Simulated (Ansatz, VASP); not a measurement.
# Two plane-wave programs on HfO2

```
CELL_PARAMETERS angstrom
0.00000 2.55750 2.48077
2.55750 0.00000 2.48077
2.55750 2.55750 0.00000
ATOMIC_POSITIONS crystal
Hf 0.00000 0.00000 0.00000
O 0.25000 0.25000 0.25000
O 0.75000 0.75000 0.75000
```

Change from the starting cell: z stretched by -3 %, ions relaxed.

Alike in both runs: task relaxation of the atoms; functional PBE; k mesh 10 × 10 × 10; occupations fermi-dirac, width 0.02 eV; no spin polarisation.

|  | VASP | Ansatz |
| --- | --- | --- |
| version | VASP 6.6.1 | Ansatz 0.2.0 |
| potentials or method | VASP PAW PBE potentials, release 64 (Hf_pv, O) | plane-wave PAW, scalar-relativistic |
| plane-wave cutoff (eV) | 520 | 420 |
| valence electrons in the cell | 22 | 38 |

Ansatz gave:

- gap on the k mesh at the Fermi level, each at its own relaxed structure (eV): 3.50

Q: Which values does VASP return?

A: gap on the k mesh at the Fermi level, each at its own relaxed structure (eV): 3.49.

VASP's potentials hold 22 valence electrons a cell and Ansatz's 38, so a difference there can come from the potentials and not from the codes. Ansatz's warnings: stress scf threshold loose.

Spin-orbit coupling is off throughout. Noted on VASP's run: the relaxation stopped at its first step, so nothing moved.
